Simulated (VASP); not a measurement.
A run of VASP 6.6.1 is set up as follows.

The input INCAR:

```
SYSTEM = GeW
PREC     = Accurate       ! precision mode
ENCUT    = 520            ! plane-wave cutoff, eV
EDIFF    = 1E-6           ! SCF threshold, eV
ISMEAR   = 0              ! smearing method
SIGMA    = 0.022          ! smearing width, eV
LREAL    = .False.        ! projectors in reciprocal space
LASPH    = .True.         ! aspherical terms in the spheres
NELM     = 80             ! most SCF steps
ALGO     = Normal         ! electronic algorithm
ISIF     = 2              ! what is computed and relaxed
LWAVE    = .False.        ! write WAVECAR
LCHARG   = .False.        ! write CHGCAR
GGA      = PE             ! functional
NBANDS   = 21             ! bands
```

File KPOINTS:

```
Automatic mesh
0
Gamma
  9 9 9
  0 0 0
```

Contents of POSCAR:

```
GeW
1.0
    0.0000000000      2.5776100000      2.5776100000
    2.5776100000      0.0000000000      2.5776100000
    2.5776100000      2.5776100000      0.0000000000
Ge W
1 1
Direct
    0.5000000000      0.5000000000      0.5000000000
    0.0000000000      0.0000000000      0.0000000000
```

Potentials or basis: VASP PAW PBE potentials, release 64 (Ge_d, W_sv).

Launch:

```sh
$ cat potpaw_PBE.64/Ge_d/POTCAR potpaw_PBE.64/W_sv/POTCAR > POTCAR
$ mpirun -np 1 vasp_std > vasp.out
```

(1) Predict the band gap on the k mesh.

(2) What does it give for the pressure?

Answers

(1) zero (bands 14 and 15 overlap by 1.71 eV).

(2) 0.4 GPa.

Caveat: spin-orbit coupling is left out, which moves the levels of the heavy elements.
